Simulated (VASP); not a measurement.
Input of a VASP 6.6.1 run:

Contents of INCAR:

```
SYSTEM = Ti2O
PREC     = Accurate       ! precision mode
ENCUT    = 600            ! plane-wave cutoff, eV
EDIFF    = 1E-6           ! SCF threshold, eV
ISMEAR   = 0              ! smearing method
SIGMA    = 0.1            ! smearing width, eV
LREAL    = .FALSE.        ! projectors in reciprocal space
LASPH    = .TRUE.         ! aspherical terms in the spheres
NELM     = 100            ! most SCF steps
ALGO     = Normal         ! electronic algorithm
ISIF     = 3              ! what is computed and relaxed
LWAVE    = .FALSE.        ! write WAVECAR
LCHARG   = .FALSE.        ! write CHGCAR
GGA      = PS             ! functional
IBRION   = 2              ! ionic algorithm
NSW      = 70             ! ionic steps
EDIFFG   = -0.008         ! ionic threshold
PSTRESS  = 80.0
```

KPOINTS

```
regular mesh
0
G
  18 18 10
  0 0 0
```

POSCAR

```
Ti2O
1.0
    2.9145172948      0.0000000000      0.0000000000
   -1.4572586474      2.5240460171      0.0000000000
    0.0000000000      0.0000000000      4.6673822968
Ti O
2 1
Direct
    0.6666666667      0.3333333333      0.2633225975
    0.3333333333      0.6666666667      0.7366774025
    0.0000000000      0.0000000000      0.0000000000
```

Potentials or basis: VASP PAW PBE potentials, release 64 (Ti_sv, O).

The run is started by

```bash
$ cat potpaw_PBE.64/Ti_sv/POTCAR potpaw_PBE.64/O/POTCAR > POTCAR
$ mpirun -np 1 vasp_std > vasp.out
```

Question: Estimate the band gap on the k mesh.

Answer: Zero (band 15 reaches 10.90 eV, above the bottom of band 16 at 10.12 eV).

Question: Estimate the relaxed cell.

Answer: a = 2.913 Å, b = 2.913 Å, c = 4.679 Å, α = 90.00°, β = 90.00°, γ = 120.00°.

Question: Predict the space group after relaxing (to 0.05 Å).

Answer: P-3m1 (No. 164).

The path:
| step | energy change (eV) | largest force (eV/Å) | pressure (GPa) | volume (Å³) |
| --- | --- | --- | --- | --- |
| 1 | 0.0000 | 0.1264 | 8.60 | 34.34 |
| 2 | -0.0111 | 0.0035 | 6.94 | 34.55 |
| 3 | -0.0072 | 0.0466 | 7.58 | 34.47 |
| 4 | -0.0034 | 0.0043 | 8.03 | 34.38 |
| 5 | -0.0033 | 0.0065 | 8.07 | 34.38 |
| 6 | -0.0037 | 0.0011 | 8.02 | 34.39 |

Caveat: the cell is relaxed towards a set pressure, so the enthalpy falls and the energy may rise; the PAW data sets were made with another functional, which shifts forces and pressure a little.
